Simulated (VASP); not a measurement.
A run of VASP 6.6.1:

Contents of INCAR:

```
SYSTEM = Hf5S3
PREC     = Accurate       ! precision mode
ENCUT    = 520            ! plane-wave cutoff, eV
EDIFF    = 1E-7           ! SCF threshold, eV
ISMEAR   = 0              ! smearing method
SIGMA    = 0.1            ! smearing width, eV
LREAL    = .False.        ! projectors in reciprocal space
LASPH    = .True.         ! aspherical terms in the spheres
NELM     = 100            ! most SCF steps
ALGO     = Normal         ! electronic algorithm
ISIF     = 2              ! what is computed and relaxed
LWAVE    = .False.        ! write WAVECAR
LCHARG   = .False.        ! write CHGCAR
GGA      = PE             ! functional
NBANDS   = 44             ! bands
```

File KPOINTS:

```
regular mesh
0
Gamma
  12 12 2
  0 0 0
```

Contents of POSCAR:

```
Hf5S3
1.0
    3.4308970511      0.0000000000      0.0000000000
   -1.7154485256      2.9712440040      0.0000000000
    0.0000000000      0.0000000000     15.7239141994
Hf S
5 3
Direct
    0.0000000000      0.0000000000      0.2291522576
    0.0000000000      0.0000000000      0.7708477424
    0.0000000000      0.0000000000      0.0000000000
    0.3333333333      0.6666666667      0.3860709818
    0.3333333333      0.6666666667      0.6139290182
    0.3333333333      0.6666666667      0.1115844483
    0.3333333333      0.6666666667      0.8884155517
    0.6666666667      0.3333333333      0.5000000000
```

Potentials or basis: VASP PAW PBE potentials, release 64 (Hf_pv, S).

Launch:

```sh
$ cat potpaw_PBE.64/Hf_pv/POTCAR potpaw_PBE.64/S/POTCAR > POTCAR
$ mpirun -np 1 vasp_std > vasp.out
```

Hardware: 1 thread of Intel(R) Xeon(R) Platinum 8488C (Sapphire Rapids), on a shared host.

Estimate the wall time of this run.

Run time: 4.6 min on 1 thread of Intel(R) Xeon(R) Platinum 8488C (Sapphire Rapids), on a shared host, peak memory 0.42 GiB. Counts: scf iterations 18, k points 38.
